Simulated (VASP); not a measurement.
Here is a VASP 6.6.1 calculation.

INCAR

```
SYSTEM = Pd
PREC     = Accurate       ! precision mode
ENCUT    = 600            ! plane-wave cutoff, eV
EDIFF    = 1E-7           ! SCF threshold, eV
ISMEAR   = -1             ! smearing method
SIGMA    = 0.05           ! smearing width, eV
LREAL    = .FALSE.        ! projectors in reciprocal space
LASPH    = .TRUE.         ! aspherical terms in the spheres
NELM     = 60             ! most SCF steps
ALGO     = Normal         ! electronic algorithm
ISIF     = 3              ! what is computed and relaxed
LWAVE    = .FALSE.        ! write WAVECAR
LCHARG   = .FALSE.        ! write CHGCAR
GGA      = PS             ! functional
IBRION   = 2              ! ionic algorithm
NSW      = 80             ! ionic steps
EDIFFG   = -0.005         ! ionic threshold
PSTRESS  = 300.0
```

Contents of KPOINTS:

```
regular mesh
0
G
  12 12 12
  0 0 0
```

The input POSCAR:

```
Pd
1.0
    0.0000000000      1.9465000000      1.9465000000
    1.9465000000      0.0000000000      1.9465000000
    1.9465000000      1.9465000000      0.0000000000
Pd
1
Direct
    0.0000000000      0.0000000000      0.0000000000
```

Potentials or basis: VASP PAW PBE potentials, release 64 (Pd).

The run is started by

```sh
$ cat potpaw_PBE.64/Pd/POTCAR > POTCAR
$ mpirun -np 1 vasp_std > vasp.out
```

Problem. Predict the space group after relaxing (to 0.05 Å).

Solution. Fm-3m (No. 225).

Problem. Predict the relaxed cell.

Solution. a = 2.640 Å, b = 2.640 Å, c = 2.640 Å, α = 60.00°, β = 60.00°, γ = 60.00°.

Problem. What does it give for the band gap on the k mesh?

Solution. Zero (band 5 reaches 12.27 eV, above the bottom of band 6 at 10.31 eV).

Step by step:
```tsv
step	energy change (eV)	largest force (eV/Å)	pressure (GPa)	volume (Å³)
1	0.0000	0.0000	-3.27	14.75
2	3.3869	0.0000	322.63	9.13
3	0.0853	0.0000	24.39	13.23
4	0.1055	0.0000	27.60	13.11
5	0.1217	0.0000	30.03	13.02
```

Caveat: the cell is relaxed towards a set pressure, so the enthalpy falls and the energy may rise; the PAW data sets were made with another functional, which shifts forces and pressure a little.
